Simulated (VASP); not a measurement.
# Al6Co5Ni (P4/mmm) in VASP: a series of runs

Runs on Al6Co5Ni. Level: PBE. Tasks: single point.

All numbers are computed with VASP 6.6.1; they aren't measurements. Logs are shortened: lines on timing, memory, paths and dates and some standing lists are left out, and cuts for length are marked.

### 1 The cell of the first run

Symmetry: P4/mmm, No. 123, tetragonal system. Conventional cell: a = 2.866 Å, b = 2.866 Å, c = 17.163 Å, α = 90.00°, β = 90.00°, γ = 90.00°. Al (site symmetry 4mm) has 4 Co at 2.46 Å and 4 Ni at 2.51 Å and 6 Al at 2.84 to 2.95 Å within 3.3 Å. Within 3.3 Å of Al (site symmetry 4mm) lie 8 Co at 2.48 Å and 6 Al at 2.84 to 2.87 Å. Within 3.3 Å of Al (site symmetry 4mm) lie 8 Co at 2.47 to 2.48 Å and 6 Al at 2.85 to 2.87 Å. Within 3.3 Å of Co (site symmetry 4mm) lie 8 Al at 2.46 to 2.48 Å and 5 Co at 2.86 to 2.87 Å and 1 Ni at 2.88 Å. Co (site symmetry 4mm) has 8 Al at 2.47 to 2.48 Å and 6 Co at 2.84 to 2.87 Å within 3.3 Å. Co (site symmetry 4/mmm) has 8 Al at 2.48 Å and 6 Co at 2.84 to 2.87 Å within 3.3 Å. Within 3.3 Å of Ni (site symmetry 4/mmm) lie 8 Al at 2.51 Å and 4 Ni at 2.87 Å and 2 Co at 2.88 Å.

### 2 Single point, PBE, collinear spin, ferromagnetic start

Contents of INCAR:

```
SYSTEM = Al6Co5Ni
PREC = Accurate
ENCUT = 520
EDIFF = 1E-6
ISMEAR = 0
SIGMA = 0.1
LREAL = .FALSE.
LASPH = .TRUE.
NELM = 150
ALGO = Normal
ISIF = 2
LWAVE = .FALSE.
LCHARG = .FALSE.
ISPIN = 2
MAGMOM = 0 0 0 0 0 0 3 3 3 3 3 2
LORBIT = 11
LMAXMIX = 4
GGA = PE
NBANDS = 52
```

Contents of KPOINTS:

```
Automatic mesh
0
G
  6 6 1
  0 0 0
```

Contents of POSCAR:

```
Al6Co5Ni
1.0
    2.8656239682      0.0000000000      0.0000000000
    0.0000000000      2.8656239682      0.0000000000
    0.0000000000      0.0000000000     17.1628641577
Al Co Ni
6 5 1
Direct
    0.0000000000      0.0000000000      0.9140472042
    0.0000000000      0.0000000000      0.0859527958
    0.0000000000      0.0000000000      0.2512670331
    0.0000000000      0.0000000000      0.4170323794
    0.0000000000      0.0000000000      0.5829676206
    0.0000000000      0.0000000000      0.7487329669
    0.5000000000      0.5000000000      0.1676681474
    0.5000000000      0.5000000000      0.3343046474
    0.5000000000      0.5000000000      0.5000000000
    0.5000000000      0.5000000000      0.6656953526
    0.5000000000      0.5000000000      0.8323318526
    0.5000000000      0.5000000000      0.0000000000
```

Potentials or basis: VASP PAW PBE potentials, release 64 (Al, Co, Ni).

Command:

```console
cat potpaw_PBE.64/Al/POTCAR potpaw_PBE.64/Co/POTCAR potpaw_PBE.64/Ni/POTCAR > POTCAR
mpirun -np 1 vasp_std > vasp.out
```

OUTCAR:

```text
SYSTEM = Al6Co5Ni
   PREC = Accurate
   ENCUT = 520
   EDIFF = 1E-6
   ISMEAR = 0
   LREAL = .FALSE.
   LASPH = .TRUE.
   NELM = 150
   ISIF = 2
   ISPIN = 2
   LORBIT = 11
   GGA = PE

 ion  position               nearest neighbor table
   1  0.000  0.000  0.914-  11 2.46  11 2.46  11 2.46  11 2.46  12 2.51  12 2.51  12 2.51  12 2.51
                             6 2.84   2 2.95
   2  0.000  0.000  0.086-   7 2.46   7 2.46   7 2.46   7 2.46  12 2.51  12 2.51  12 2.51  12 2.51
                             3 2.84   1 2.95
   3  0.000  0.000  0.251-   8 2.48   8 2.48   8 2.48   8 2.48   7 2.48   7 2.48   7 2.48   7 2.48
                             2 2.84   4 2.85
   4  0.000  0.000  0.417-   8 2.47   8 2.47   8 2.47   8 2.47   9 2.48   9 2.48   9 2.48   9 2.48
                             3 2.85   5 2.85
   5  0.000  0.000  0.583-  10 2.47  10 2.47  10 2.47  10 2.47   9 2.48   9 2.48   9 2.48   9 2.48
                             6 2.85   4 2.85
   6  0.000  0.000  0.749-  10 2.48  10 2.48  10 2.48  10 2.48  11 2.48  11 2.48  11 2.48  11 2.48
                             1 2.84   5 2.85
   7  0.500  0.500  0.168-   2 2.46   2 2.46   2 2.46   2 2.46   3 2.48   3 2.48   3 2.48   3 2.48
                             8 2.86  12 2.88
   8  0.500  0.500  0.334-   4 2.47   4 2.47   4 2.47   4 2.47   3 2.48   3 2.48   3 2.48   3 2.48
                             9 2.84   7 2.86
   9  0.500  0.500  0.500-   4 2.48   5 2.48   4 2.48   5 2.48   4 2.48   5 2.48   4 2.48   5 2.48
                             8 2.84  10 2.84
  10  0.500  0.500  0.666-   5 2.47   5 2.47   5 2.47   5 2.47   6 2.48   6 2.48   6 2.48   6 2.48
                             9 2.84  11 2.86
  11  0.500  0.500  0.832-   1 2.46   1 2.46   1 2.46   1 2.46   6 2.48   6 2.48   6 2.48   6 2.48
                            10 2.86  12 2.88
  12  0.500  0.500  0.000-   1 2.51   2 2.51   1 2.51   2 2.51   1 2.51   2 2.51   1 2.51   2 2.51
                             7 2.88  11 2.88

  LATTYP: Found a simple tetragonal cell.
 ALAT       =     2.8656239682
 C/A-ratio  =     5.9892241090

  Lattice vectors:

 A1 = (   2.8656239682,   0.0000000000,   0.0000000000)
 A2 = (   0.0000000000,   2.8656239682,   0.0000000000)
 A3 = (   0.0000000000,   0.0000000000,  17.1628641577)

Analysis of symmetry for initial positions (statically):
=====================================================================
 Subroutine PRICEL returns:
 Original cell was already a primitive cell.

 Routine SETGRP: Setting up the symmetry group for a
 simple tetragonal supercell.

 Subroutine GETGRP returns: Found 16 space group operations
 (whereof 16 operations were pure point group operations)
 out of a pool of 16 trial point group operations.

The static configuration has the point symmetry D_4h.

Analysis of symmetry for dynamics (positions and initial velocities):
=====================================================================
 Subroutine PRICEL returns:
 Original cell was already a primitive cell.

 Routine SETGRP: Setting up the symmetry group for a
 simple tetragonal supercell.

 Subroutine GETGRP returns: Found 16 space group operations
 (whereof 16 operations were pure point group operations)
 out of a pool of 16 trial point group operations.

The dynamic configuration has the point symmetry D_4h.

Analysis of structural, dynamic, and magnetic symmetry:
=====================================================================
 Subroutine PRICEL returns:
 Original cell was already a primitive cell.

 Routine SETGRP: Setting up the symmetry group for a
 simple tetragonal supercell.

 Subroutine GETGRP returns: Found 16 space group operations
 (whereof 16 operations were pure point group operations)
 out of a pool of 16 trial point group operations.

The overall configuration has the point symmetry D_4h.

 Subroutine INISYM returns: Found 16 space group operations
 (whereof 16 operations are pure point group operations),
 and found     1 'primitive' translations

----------------------------------------------------------------------------------------

                                     Primitive cell

  volume of cell :     140.9380

  direct lattice vectors                    reciprocal lattice vectors
     2.865623968  0.000000000  0.000000000     0.348964139  0.000000000  0.000000000
     0.000000000  2.865623968  0.000000000     0.000000000  0.348964139  0.000000000
     0.000000000  0.000000000 17.162864158     0.000000000  0.000000000  0.058265333

  length of vectors
     2.865623968  2.865623968 17.162864158     0.348964139  0.348964139  0.058265333

  position of ions in fractional coordinates (direct lattice)
     0.000000000  0.000000000  0.914047204
     0.000000000  0.000000000  0.085952796
     0.000000000  0.000000000  0.251267033
     0.000000000  0.000000000  0.417032379
[... 54 lines left out ...]
  0.333333  0.000000  0.000000      4.000000
  0.500000  0.000000  0.000000      2.000000
  0.166667  0.166667  0.000000      4.000000
  0.333333  0.166667  0.000000      8.000000
  0.500000  0.166667  0.000000      4.000000
  0.333333  0.333333  0.000000      4.000000
  0.500000  0.333333  0.000000      4.000000
  0.500000  0.500000  0.000000      1.000000
   k-points           NKPTS =     10   k-points in BZ     NKDIM =     10   number of bands    NBANDS=     52
   number of dos      NEDOS =    301   number of ions     NIONS =     12
   total plane-waves  NPLWV =  73728
   dimension x,y,z NGX =    24 NGY =   24 NGZ =  128
   dimension x,y,z NGXF=    48 NGYF=   48 NGZF=  256
   ions per type =               6   5   1
   NGX,Y,Z   is equivalent  to a cutoff of  13.92, 13.92, 12.40 a.u.
   NGXF,Y,Z  is equivalent  to a cutoff of  27.85, 27.85, 24.80 a.u.
 SYSTEM =  Al6Co5Ni
   PREC   = accura    normal or accurate (medium, high low for compatibility)
   ISTART =      0    job   : 0-new  1-cont  2-samecut
   ICHARG =      2    charge: 1-file 2-atom 10-const
   ISPIN  =      2    spin polarized calculation?
   LNONCOLLINEAR =      F non collinear calculations
   LSORBIT =      F    spin-orbit coupling
   LASPH  =      T    aspherical Exc in radial PAW
   ENCUT  =  520.0 eV  38.22 Ry    6.18 a.u.   5.33  5.33 31.91*2*pi/ulx,y,z
   NELM   =    150;   NELMIN=  2; NELMDL= -5     # of ELM steps
   EDIFF  = 0.1E-05   stopping-criterion for ELM
   LREAL  =      F    real-space projection
   EDIFFG = 0.1E-04   stopping-criterion for IOM
   NSW    =      0    number of steps for IOM
   IBRION =     -1    ionic relax: 0-MD 1-quasi-New 2-CG
   NFREE  =      0    steps in history (QN), initial steepest desc. (CG)
   ISIF   =      2    stress and relaxation
   ISYM   =      2    0-nonsym 1-usesym 2-fastsym
   POTIM  = 0.5000    time-step for ionic-motion
   TEBEG  =    0.0;   TEEND  =   0.0 temperature during run
   PSTRESS=    0.0 pullay stress
   NELECT =      73.0000    total number of electrons
   NUPDOWN=      -1.0000    fix difference up-down
   EMIN   =  10.00;   EMAX   =-10.00  energy-range for DOS
   EFERMI =   0.00;   METHOD = LEGACY
   ISMEAR =     0;   SIGMA  =   0.10  broadening in eV -4-tet -1-fermi 0-gaus
   EFERMI_NEDOS =   21; number of points for ismear=-14 and -15
   IALGO  =     38    algorithm
   IMIX   =      4    mixing-type and parameters
     AMIX     =   0.40;   BMIX     =  1.00
     AMIX_MAG =   1.60;   BMIX_MAG =  1.00
  volume/ion in A,a.u.               =      11.74        79.26
  Fermi-wavevector in a.u.,A,eV,Ry     =   1.314740  2.484498 23.518216  1.728540
  Thomas-Fermi vector in A             =   2.444971
   LORBIT       =     11    0 simple, 1 ext, 2 COOP (PROOUT), +10 PAW based schemes
   GGA     = PE    functional components
   LHFCALC =     F    Hartree Fock is set to
   AEXX    =    0.0000 exact exchange contribution
   IVDW    =     0    specifies the selected vdW correction
   LEPSILON=     F    determine dielectric tensor
   LRPA    =     F    only Hartree local field effects (RPA)
 spin polarized calculation
 Gauss-broadening in eV      SIGMA  =   0.10
  energy-cutoff  :      520.00
  volume of cell :      140.94
 maximum number of plane-waves:      3831
 NGX is ok and might be reduce to    24
   NGX = 11   NGY = 11   NGZ = 63

 number of electron      72.9999997 magnetization      11.4956415

 number of electron      72.9999997 magnetization       1.6811307

 Free energy of the ion-electron system (eV)
  ---------------------------------------------------
  ext. energy  EPLUGINS =         0.00000000
  ---------------------------------------------------
  free energy    TOTEN  =       -70.44127277 eV

  energy without entropy =      -70.42500594  energy(sigma->0) =      -70.43313935

 E-fermi :  10.3384     XC(G=0): -12.1822

 val. band max:       10.3240907086   @ k =   0.5000   0.1667   0.0000
 cond. band min:      10.3771488744   @ k =   0.5000   0.5000   0.0000
 fundamental gap:      0.0530581658
 Fermi energy:        10.3383902241

 spin component 1

 k-point     1 :       0.0000    0.0000    0.0000
  band No.  band energies     occupation
      1      -0.6573      1.00000
      2      -0.1526      1.00000
      3      -0.0918      1.00000
      4       1.3725      1.00000
      5       1.3903      1.00000
      6       3.6164      1.00000
[... 499 lines left out ...]
     47      12.7259      0.00000
     48      12.7883      0.00000
 Fermi energy:        10.3383902241

 spin component 2

 k-point     1 :       0.0000    0.0000    0.0000
  band No.  band energies     occupation
      1      -0.6910      1.00000
      2      -0.1849      1.00000
      3      -0.1341      1.00000
      4       1.3372      1.00000
      5       1.3555      1.00000
      6       3.5685      1.00000
[... 499 lines left out ...]
     47      12.9271      0.00000
     48      12.9390      0.00000
 [bands above 48 left out]

------------------------ aborting loop because EDIFF is reached ----------------------------------------

  FORCE on cell =-STRESS in cart. coord.  units (eV):
  Direction    XX          YY          ZZ          XY          YZ          ZX
  --------------------------------------------------------------------------------------
  -------------------------------------------------------------------------------------
  Total       -0.1247350     -0.1247350     -0.0375540      0.0000000      0.0000000      0.0000000
  in kB       -1.4179824     -1.4179824     -0.4269120      0.0000000      0.0000000      0.0000000
  external PRESSURE =      -1.0876256 kB  Pullay stress =       0.0000000 kB

 VOLUME and BASIS-vectors are now :
 -----------------------------------------------------------------------------
  energy-cutoff  :      520.00
  volume of cell :      140.94
      direct lattice vectors                 reciprocal lattice vectors
     2.865623968  0.000000000  0.000000000     0.348964139  0.000000000  0.000000000
     0.000000000  2.865623968  0.000000000     0.000000000  0.348964139  0.000000000
     0.000000000  0.000000000 17.162864158     0.000000000  0.000000000  0.058265333

 POSITION                                       TOTAL-FORCE (eV/Angst)
 -----------------------------------------------------------------------------------
      0.00000      0.00000     15.68767        -0.000000     -0.000000     -0.002359
      0.00000      0.00000      1.47520         0.000000     -0.000000      0.002359
      0.00000      0.00000      4.31246        -0.000000     -0.000000     -0.000087
      0.00000      0.00000      7.15747         0.000000     -0.000000      0.000088
      0.00000      0.00000     10.00539        -0.000000     -0.000000     -0.000088
      0.00000      0.00000     12.85040         0.000000     -0.000000      0.000087
      1.43281      1.43281      2.87767         0.000000      0.000000      0.000146
      1.43281      1.43281      5.73763        -0.000000      0.000000     -0.001013
      1.43281      1.43281      8.58143         0.000000     -0.000000     -0.000000
      1.43281      1.43281     11.42524         0.000000      0.000000      0.001013
      1.43281      1.43281     14.28520         0.000000     -0.000000     -0.000146
      1.43281      1.43281      0.00000         0.000000     -0.000000     -0.000000
 -----------------------------------------------------------------------------------
    total drift:                                0.000000     -0.000000      0.000000

  FREE ENERGIE OF THE ION-ELECTRON SYSTEM (eV)
  ---------------------------------------------------
  free  energy   TOTEN  =       -70.4412727720 eV

  energy  without entropy=      -70.4250059355  energy(sigma->0) =      -70.43313935

 total charge

# of ion       s       p       d       tot
------------------------------------------
    1        0.389   0.421   0.000   0.810
    2        0.389   0.421   0.000   0.810
    3        0.392   0.425   0.000   0.817
    4        0.393   0.427   0.000   0.820
    5        0.393   0.427   0.000   0.820
    6        0.392   0.425   0.000   0.817
    7        0.437   0.494   7.508   8.438
    8        0.435   0.493   7.506   8.433
    9        0.434   0.494   7.503   8.431
   10        0.435   0.493   7.506   8.433
   11        0.437   0.494   7.508   8.438
   12        0.473   0.504   8.462   9.439
--------------------------------------------------
tot          4.999   5.516  45.992  56.507

 magnetization (x)

# of ion       s       p       d       tot
------------------------------------------
    1       -0.003  -0.004   0.000  -0.006
    2       -0.003  -0.004   0.000  -0.006
    3       -0.003  -0.007   0.000  -0.010
    4       -0.003  -0.007   0.000  -0.009
    5       -0.003  -0.007   0.000  -0.009
    6       -0.003  -0.007   0.000  -0.010
    7        0.006  -0.011   0.472   0.467
    8        0.002  -0.011   0.343   0.335
    9        0.001  -0.010   0.297   0.288
   10        0.002  -0.011   0.343   0.335
   11        0.006  -0.011   0.472   0.467
   12        0.001  -0.004   0.073   0.070
--------------------------------------------------
tot          0.002  -0.091   2.000   1.911
```

Wall time 5 min (1 thread of AMD EPYC 9R45 (Zen 5), shared host); peak memory 0.34 GiB.

Results:

```yaml
Free_energy: -70.4413 eV
Pressure: -0.1 GPa
Net_moment: 1.68 μB per cell
Site_moments: Al -0.01; Co +0.47, +0.34, +0.29; Ni +0.07 μB
Valence_electrons_inside_the_program's_atomic_spheres: Al 0.81, 0.82; Co 8.44, 8.43; Ni 9.44
```

Forces in eV/Å, atoms in the order of the input:
```
Al   0.000  0.000 -0.002
Al   0.000  0.000  0.002
Al   0.000  0.000  0.000
Al   0.000  0.000  0.000
Al   0.000  0.000  0.000
Al   0.000  0.000  0.000
Co   0.000  0.000  0.000
Co   0.000  0.000 -0.001
Co   0.000  0.000  0.000
Co   0.000  0.000  0.001
Co   0.000  0.000  0.000
Ni   0.000  0.000  0.000
```

Stress tensor (GPa, compression positive):
```
-0.14  0.00  0.00
 0.00 -0.14  0.00
 0.00  0.00 -0.04
```

Caveat: the k points lie up to 0.37 Å⁻¹ apart.

### 3 Single point, PBE, collinear spin, ferromagnetic start

This run uses another cell than the first one, of 13.01 Å³/atom, 1.107 times its volume.

Contents of INCAR:

```
PREC = Accurate ; ENCUT = 520
EDIFF = 1E-7 ; ISMEAR = 0
SIGMA = 0.1 ; LREAL = False
LASPH = True ; NELM = 150
ALGO = Normal ; ISIF = 2
LWAVE = False ; LCHARG = False
ISPIN = 2 ; MAGMOM = 0 0 0 0 0 0 3 3 3 3 3 2
LORBIT = 11 ; LMAXMIX = 4
GGA = PE ; NBANDS = 52
```

Contents of KPOINTS:

```
Automatic mesh
0
Gamma
  6 6 1
```

Contents of POSCAR:

```
Al6Co5Ni
1.0
    2.9630232300      0.0000000000      0.0000000000
    0.0000000000      2.9630232300      0.0000000000
    0.0000000000      0.0000000000     17.7781394100
Al Co Ni
6 5 1
Direct
    0.0000000000      0.0000000000      0.9166666700
    0.0000000000      0.0000000000      0.0833333300
    0.0000000000      0.0000000000      0.2500000000
    0.0000000000      0.0000000000      0.4166666700
    0.0000000000      0.0000000000      0.5833333300
    0.0000000000      0.0000000000      0.7500000000
    0.5000000000      0.5000000000      0.1666666700
    0.5000000000      0.5000000000      0.3333333300
    0.5000000000      0.5000000000      0.5000000000
    0.5000000000      0.5000000000      0.6666666700
    0.5000000000      0.5000000000      0.8333333300
    0.5000000000      0.5000000000      0.0000000000
```

Potentials or basis: VASP PAW PBE potentials, release 64 (Al, Co, Ni).

Command:

```console
cat potpaw_PBE.64/Al/POTCAR potpaw_PBE.64/Co/POTCAR potpaw_PBE.64/Ni/POTCAR > POTCAR
mpirun -np 1 vasp_std > vasp.out
```

Wall time 4.2 min (1 thread of AMD EPYC 9R45 (Zen 5), shared host); peak memory 0.35 GiB.

It converged, with:

* Free energy: -69.6670 eV
* Pressure: -14.3 GPa
* Largest force: 0.443 eV/Å
* Net moment: 1.35 μB per cell
* Site moments: Al -0.01, -0.00; Co +0.50, +0.40, -0.26; Ni +0.07 μB
* Valence electrons inside the program's atomic spheres: Al 0.76; Co 8.25; Ni 9.32

Forces on the atoms (eV/Å):
```
Al   0.000  0.000 -0.443
Al   0.000  0.000  0.443
Al   0.000  0.000  0.014
Al   0.000  0.000 -0.061
Al   0.000  0.000  0.061
Al   0.000  0.000 -0.014
Co   0.000  0.000 -0.095
Co   0.000  0.000  0.059
Co   0.000  0.000  0.000
Co   0.000  0.000 -0.059
Co   0.000  0.000  0.095
Ni   0.000  0.000  0.000
```

Stress tensor (GPa, compression positive):
```
-14.14   0.00   0.00
  0.00 -14.14   0.00
  0.00   0.00 -14.65
```

Levels at points of the mesh, in eV from the Fermi level:
Spin up:
| k point | band 33 | band 34 | band 35 | band 36 | band 37 | band 38 | band 39 | band 40 | band 41 | band 42 |
| --- | --- | --- | --- | --- | --- | --- | --- | --- | --- | --- |
| (0.00, 0.00, 0.00) | -0.69 | -0.64 | -0.64 | -0.52 | -0.29 | 0.31 | 0.37 | 2.60 | 2.64 | 5.43 |
| (0.50, 0.00, 0.00) | -1.13 | -0.89 | -0.86 | -0.81 | -0.58 | -0.36 | -0.24 | -0.13 | -0.10 | 0.33 |
| (0.50, 0.50, 0.00) | -0.41 | -0.41 | -0.39 | 0.17 | 1.00 | 1.00 | 1.07 | 1.07 | 1.56 | 2.06 |
Spin down:
```tsv
k point	band 33	band 34	band 35	band 36	band 37	band 38	band 39	band 40
(0.00, 0.00, 0.00)	-0.43	-0.42	-0.38	-0.37	0.24	0.52	0.87	2.67
(0.50, 0.00, 0.00)	-0.86	-0.74	-0.71	-0.53	-0.45	-0.09	0.38	0.48
(0.50, 0.50, 0.00)	0.31	0.31	0.37	0.38	1.05	1.05	1.08	1.08
```
